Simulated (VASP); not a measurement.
Co: single point with r2SCAN

The system is Co.

```
Co
1.0
     0.00000    1.73361    1.73361
     1.73361    0.00000    1.73361
     1.73361    1.73361    0.00000
Co
1
Direct
  0.00000 0.00000 0.00000
```

This isn't the form of Co at room conditions, which is hcp.

```json
{"Program": "VASP 6.6.1", "Task": "single point", "Functional": "r2SCAN", "Potentials or basis": "VASP PAW PBE potentials, release 64 (Co)", "Cutoff": "520 eV", "k mesh": "17 × 17 × 17", "Occupations": "fermi-dirac, width 0.05 eV", "Spin": "collinear spin, ferromagnetic start", "Starting moments": "[1.954] μB", "Dipole correction": "no", "Further INCAR settings": "ALGO = Normal; EDIFF = 1e-06; NBANDS = 14"}
```

The pressure is 9.3 GPa, the net moment is 1.82 μB per cell and the site moments are Co +1.86 μB. The valence electrons inside the program's atomic spheres are Co 8.38.

Levels at points of the mesh, in eV from the Fermi level:
Spin up:
| k point | band 3 | band 4 | band 5 | band 6 | band 7 | band 8 |
| --- | --- | --- | --- | --- | --- | --- |
| (0.00, 0.00, 0.00) | -3.62 | -3.62 | -2.85 | -2.85 | 23.90 | 28.69 |
Spin down:
```csv
k point,band 1,band 2,band 3,band 4,band 5,band 6,band 7,band 8
"(0.00, 0.00, 0.00)",-10.39,-1.58,-1.58,-1.58,0.82,0.82,23.74,29.68
```

Run time: 5.3 min on 1 thread of AMD EPYC 7R13, on a shared host, peak memory 0.13 GiB.

Caveat: the cell stands under pressure; the PAW data sets were made with another functional, which shifts forces and pressure a little.
